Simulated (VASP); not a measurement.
# Ge4H in VASP: a series of runs, part 2 of 2

VASP 6.6.1. Earlier steps stand in the parts before.

**6. Single point, PBE+D3(BJ)**

INCAR

```
SYSTEM = Ge4H
PREC = Accurate
ENCUT = 520
EDIFF = 1E-6
ISMEAR = 0
SIGMA = 0.1
LREAL = .FALSE.
LASPH = .TRUE.
NELM = 60
ALGO = Normal
ISIF = 2
LWAVE = .FALSE.
LCHARG = .TRUE.
LDIPOL = .TRUE.
IDIPOL = 3
DIPOL = 0.5 0.5 0.328
GGA = PE
IVDW = 12
LELF = .TRUE.
LVHAR = .TRUE.
LVACPOTAV = .TRUE.
NBANDS = 36
```

KPOINTS

```
regular mesh
0
G
  7 7 1
  0 0 0
```

POSCAR

```
Ge4H
1.0
    4.0303587907      0.0000000000      0.0000000000
    0.0000000000      4.0303587907      0.0000000000
    0.0000000000      0.0000000000     21.6416627718
Ge H
4 1
Direct
    0.0000000000      0.5000000000      0.1848286817
    0.0000000000      0.0000000000      0.2506714513
    0.5000000000      0.0000000000      0.3196569899
    0.5000000000      0.5000000000      0.3854446333
    0.8750000000      1.0000000000      0.5009625594
```

Potentials or basis: VASP PAW PBE potentials, release 64 (Ge_d, H).

Started as:

```sh
> cat potpaw_PBE.64/Ge_d/POTCAR potpaw_PBE.64/H/POTCAR > POTCAR
> mpirun -np 1 vasp_std > vasp.out
```

Run time: 7.1 min. Hardware: 1 thread of Intel Xeon Platinum 8559C (Emerald Rapids), shared host; peak memory 0.46 GiB.

It converged, with:

- Free energy: -16.9384 eV
- Largest force: 0.579 eV/Å
- Band gap on the k mesh: zero (an odd number of electrons rules out a gap without spin polarisation)
- Dispersion energy per atom: -0.180 eV

Forces in eV/Å, atoms in the order of the input:
```
Ge  -0.040  0.000 -0.141
Ge   0.069  0.000  0.231
Ge  -0.021  0.000 -0.109
Ge   0.100  0.000  0.570
H   -0.108  0.000 -0.551
```

Levels at points of the mesh, in eV from the Fermi level:
| k point | band 25 | band 26 | band 27 | band 28 | band 29 | band 30 | band 31 | band 32 |
| --- | --- | --- | --- | --- | --- | --- | --- | --- |
| (0.00, 0.00, 0.00) | -1.70 | -1.45 | -0.61 | -0.30 | 0.96 | 1.33 | 1.97 | 2.13 |

Caveat: an odd number of electrons without spin polarisation forces a metal; a magnetic or distorted state may lie lower.

**7. Single point, PBE+D3(BJ)**

INCAR

```
SYSTEM = Ge4H
ALGO = Normal ; DIPOL = 0.5 0.5 0.328
EDIFF = 1E-6 ; ENCUT = 520
GGA = PE ; IDIPOL = 3
ISIF = 2 ; ISMEAR = 0
IVDW = 12 ; LASPH = .True.
LCHARG = .True. ; LDIPOL = .True.
LELF = .True. ; LREAL = .False.
LVACPOTAV = .True. ; LVHAR = .True.
LWAVE = .False. ; NBANDS = 36
NELM = 80 ; PREC = Accurate
SIGMA = 0.1
```

KPOINTS

```
k-points
0
Gamma
  7 7 1
  0 0 0
```

Changes to POSCAR since step 6:

```diff
@@ -12,2 +12,2 @@
     0.5000000000      0.5000000000      0.3854446333
-    0.8750000000      1.0000000000      0.5009625594
+    1.0000000000      0.8750000000      0.5009625594
```

Potentials or basis: VASP PAW PBE potentials, release 64 (Ge_d, H).

Started as:

```sh
> cat potpaw_PBE.64/Ge_d/POTCAR potpaw_PBE.64/H/POTCAR > POTCAR
> mpirun -np 1 vasp_std > vasp.out
```

OUTCAR:

```text
SYSTEM = Ge4H
   EDIFF = 1E-6
   ENCUT = 520
   GGA = PE
   ISIF = 2
   ISMEAR = 0
   IVDW = 12
   LASPH = .True.
   LREAL = .False.
   NELM = 80
   PREC = Accurate
 IVDW          = 12

 ion  position               nearest neighbor table
   1  0.000  0.500  0.185-   2 2.47   2 2.47
   2  0.000  0.000  0.251-   1 2.47   1 2.47   3 2.51   3 2.51
   3  0.500  0.000  0.320-   4 2.47   4 2.47   2 2.51   2 2.51
   4  0.500  0.500  0.385-   3 2.47   3 2.47
   5  0.000  0.875  0.501-

  LATTYP: Found a simple tetragonal cell.
 ALAT       =     4.0303587907
 C/A-ratio  =     5.3696615849

  Lattice vectors:

 A1 = (   4.0303587907,   0.0000000000,   0.0000000000)
 A2 = (   0.0000000000,   4.0303587907,   0.0000000000)
 A3 = (   0.0000000000,   0.0000000000,  21.6416627718)

Analysis of symmetry for initial positions (statically):
=====================================================================
 Subroutine PRICEL returns:
 Original cell was already a primitive cell.

 Routine SETGRP: Setting up the symmetry group for a
 simple tetragonal supercell.

 Subroutine GETGRP returns: Found  2 space group operations
 (whereof  2 operations were pure point group operations)
 out of a pool of 16 trial point group operations.

The static configuration has the point symmetry C_1h.

Analysis of symmetry for dynamics (positions and initial velocities):
=====================================================================
 Subroutine PRICEL returns:
 Original cell was already a primitive cell.

 Routine SETGRP: Setting up the symmetry group for a
 simple tetragonal supercell.

 Subroutine GETGRP returns: Found  2 space group operations
 (whereof  2 operations were pure point group operations)
 out of a pool of 16 trial point group operations.

The dynamic configuration has the point symmetry C_1h.

 Subroutine INISYM returns: Found  2 space group operations
 (whereof  2 operations are pure point group operations),
 and found     1 'primitive' translations

----------------------------------------------------------------------------------------

                                     Primitive cell

  volume of cell :     351.5427

  direct lattice vectors                    reciprocal lattice vectors
     4.030358791  0.000000000  0.000000000     0.248116868  0.000000000  0.000000000
     0.000000000  4.030358791  0.000000000     0.000000000  0.248116868  0.000000000
     0.000000000  0.000000000 21.641662772     0.000000000  0.000000000  0.046207170

  length of vectors
     4.030358791  4.030358791 21.641662772     0.248116868  0.248116868  0.046207170

  position of ions in fractional coordinates (direct lattice)
     0.000000000  0.500000000  0.184828682
     0.000000000  0.000000000  0.250671451
     0.500000000  0.000000000  0.319656990
     0.500000000  0.500000000  0.385444633
     0.000000000  0.875000000  0.500962559

  ion indices of the primitive-cell ions
   primitive index   ion index
                 1           1
                 2           2
                 3           3
                 4           4
                 5           5

[... 29 lines left out ...]
  0.142857  0.000000  0.000000      2.000000
  0.000000  0.142857  0.000000      2.000000
  0.285714  0.000000  0.000000      2.000000
  0.000000  0.285714  0.000000      2.000000
  0.428571  0.000000  0.000000      2.000000
[... 8 lines left out ...]
 -0.285714  0.428571  0.000000      4.000000
  0.428571  0.428571  0.000000      4.000000
   k-points           NKPTS =     16   k-points in BZ     NKDIM =     16   number of bands    NBANDS=     36
   number of dos      NEDOS =    301   number of ions     NIONS =      5
   total plane-waves  NPLWV = 145800
   dimension x,y,z NGX =    30 NGY =   30 NGZ =  162
   dimension x,y,z NGXF=    60 NGYF=   60 NGZF=  324
   ions per type =               4   1
   NGX,Y,Z   is equivalent  to a cutoff of  12.37, 12.37, 12.44 a.u.
   NGXF,Y,Z  is equivalent  to a cutoff of  24.75, 24.75, 24.89 a.u.
 SYSTEM =  Ge4H
   PREC   = accura    normal or accurate (medium, high low for compatibility)
   ISTART =      0    job   : 0-new  1-cont  2-samecut
   ICHARG =      2    charge: 1-file 2-atom 10-const
   ISPIN  =      1    spin polarized calculation?
   LNONCOLLINEAR =      F non collinear calculations
   LSORBIT =      F    spin-orbit coupling
   LASPH  =      T    aspherical Exc in radial PAW
   ENCUT  =  520.0 eV  38.22 Ry    6.18 a.u.   7.49  7.49 40.24*2*pi/ulx,y,z
   NELM   =     80;   NELMIN=  2; NELMDL= -5     # of ELM steps
   EDIFF  = 0.1E-05   stopping-criterion for ELM
   LREAL  =      F    real-space projection
   EDIFFG = 0.1E-04   stopping-criterion for IOM
   NSW    =      0    number of steps for IOM
   IBRION =     -1    ionic relax: 0-MD 1-quasi-New 2-CG
   NFREE  =      0    steps in history (QN), initial steepest desc. (CG)
   ISIF   =      2    stress and relaxation
   ISYM   =      2    0-nonsym 1-usesym 2-fastsym
   POTIM  = 0.5000    time-step for ionic-motion
   TEBEG  =    0.0;   TEEND  =   0.0 temperature during run
   PSTRESS=    0.0 pullay stress
   NELECT =      57.0000    total number of electrons
   NUPDOWN=      -1.0000    fix difference up-down
   EMIN   =  10.00;   EMAX   =-10.00  energy-range for DOS
   EFERMI =   0.00;   METHOD = LEGACY
   ISMEAR =     0;   SIGMA  =   0.10  broadening in eV -4-tet -1-fermi 0-gaus
   EFERMI_NEDOS =   21; number of points for ismear=-14 and -15
   IALGO  =     38    algorithm
   IMIX   =      4    mixing-type and parameters
     AMIX     =   0.40;   BMIX     =  1.00
     AMIX_MAG =   1.60;   BMIX_MAG =  1.00
  volume/ion in A,a.u.               =      70.31       474.47
  Fermi-wavevector in a.u.,A,eV,Ry     =   0.892703  1.686964 10.842742  0.796919
  Thomas-Fermi vector in A             =   2.014686
   LORBIT       =      0    0 simple, 1 ext, 2 COOP (PROOUT), +10 PAW based schemes
   GGA     = PE    functional components
   LHFCALC =     F    Hartree Fock is set to
   AEXX    =    0.0000 exact exchange contribution
   IVDW    =    12    specifies the selected vdW correction
   LEPSILON=     F    determine dielectric tensor
   LRPA    =     F    only Hartree local field effects (RPA)
 non-spin polarized calculation
 Gauss-broadening in eV      SIGMA  =   0.10
  energy-cutoff  :      520.00
  volume of cell :      351.54
 maximum number of plane-waves:      9517
 NGX is ok and might be reduce to    30
   NGX = 15   NGY = 15   NGZ = 81

 dipolmoment           0.000000      0.000000     -0.000005 electrons x Angstroem

 number of electron      56.9999905 magnetization

 dipolmoment           0.000000      0.000000      0.131535 electrons x Angstroem

 Free energy of the ion-electron system (eV)
  ---------------------------------------------------
  ext. energy  EPLUGINS =         0.00000000
  ---------------------------------------------------
  free energy    TOTEN  =       -16.09692485 eV

  energy without entropy =      -16.07677943  energy(sigma->0) =      -16.08685214

 E-fermi :  -2.9609     XC(G=0):  -3.7749

 val. band max:       -3.0203585526   @ k =   0.4286   0.2857   0.0000
 cond. band min:      -2.9577183663   @ k =   0.2857   0.1429   0.0000
 fundamental gap:      0.0626401863
 Fermi energy:        -2.9609411829

 k-point     1 :       0.0000    0.0000    0.0000
  band No.  band energies     occupation
      1     -27.5087      2.00000
      2     -27.4743      2.00000
      3     -27.4319      2.00000
      4     -27.4247      2.00000
      5     -27.3675      2.00000
      6     -27.2578      2.00000
[... 613 lines left out ...]
     35       1.9818      0.00000
     36       3.2780      0.00000

------------------------ aborting loop because EDIFF is reached ----------------------------------------

 Edisp (eV)   -0.90045

 E8    (eV) :    -0.4136

  FORCE on cell =-STRESS in cart. coord.  units (eV):
  Direction    XX          YY          ZZ          XY          YZ          ZX
  --------------------------------------------------------------------------------------
  -------------------------------------------------------------------------------------
  Total      -3.07314    -0.50108    -1.54673     0.00000    -0.85744     0.00000
  in kB     -14.00604    -2.28372    -7.04930     0.00000    -3.90783     0.00000
  external pressure =       -7.78 kB  Pullay stress =        0.00 kB

 VOLUME and BASIS-vectors are now :
 -----------------------------------------------------------------------------
  energy-cutoff  :      520.00
  volume of cell :      351.54
      direct lattice vectors                 reciprocal lattice vectors
     4.030358791  0.000000000  0.000000000     0.248116868  0.000000000  0.000000000
     0.000000000  4.030358791  0.000000000     0.000000000  0.248116868  0.000000000
     0.000000000  0.000000000 21.641662772     0.000000000  0.000000000  0.046207170

 POSITION                                       TOTAL-FORCE (eV/Angst)
 -----------------------------------------------------------------------------------
      0.00000      2.01518      4.00000         0.000000      0.019048     -0.155965
      0.00000      0.00000      5.42495         0.000000      0.061312      0.250328
      2.01518      0.00000      6.91791         0.000000     -0.121867     -0.078596
      2.01518      2.01518      8.34166         0.000000      0.349259      0.609804
      0.00000      3.52656     10.84166         0.000000     -0.307752     -0.625571
 -----------------------------------------------------------------------------------
    total drift:                                0.000000      0.000029     -0.002091

  FREE ENERGIE OF THE ION-ELECTRON SYSTEM (eV)
  ---------------------------------------------------
  free  energy   TOTEN  =       -16.9973743670 eV

  energy  without entropy=      -16.9772289484  energy(sigma->0) =      -16.98730166

 vacuum level on the upper side and lower side of the slab         3.451         1.985
```

Wall time 7 min (1 thread of Intel Xeon Platinum 8559C (Emerald Rapids), shared host); peak memory 0.46 GiB.

Results:

```
Free energy                : -16.9974 eV
Largest force              : 0.703 eV/Å
Band gap on the k mesh     : zero (an odd number of electrons rules out a gap without spin polarisation)
Dispersion energy per atom : -0.180 eV
```

Forces in eV/Å, atoms in the order of the input:
```
Ge   0.000  0.019 -0.156
Ge   0.000  0.061  0.250
Ge   0.000 -0.122 -0.079
Ge   0.000  0.349  0.610
H    0.000 -0.308 -0.626
```

Caveat: an odd number of electrons without spin polarisation forces a metal; a magnetic or distorted state may lie lower.

**8. Summary**

```csv
cell,gap on the mesh (eV),largest force (eV/Å)
"as given, atomic positions A",none,1.58
"as given, atomic positions B",none,1.63
"as given, atomic positions C",none,0.71
"as given, atomic positions D",none,0.91
"as given, atomic positions E",none,0.58
"as given, atomic positions F",none,0.70
```

Alike in all rows: task single point; level PBE+D3(BJ); potentials or basis VASP PAW PBE potentials, release 64 (Ge_d, H); no spin polarisation; k mesh 7 × 7 × 1; cutoff (eV) 520; smearing gaussian 0.1 eV.

Caveats: an odd number of electrons without spin polarisation forces a metal; a magnetic or distorted state may lie lower.

Total energies depend on the potentials used, so only differences within one code and one set of settings carry meaning.

The gap in the log of VASP goes by the Fermi energy; the results here count the filled bands.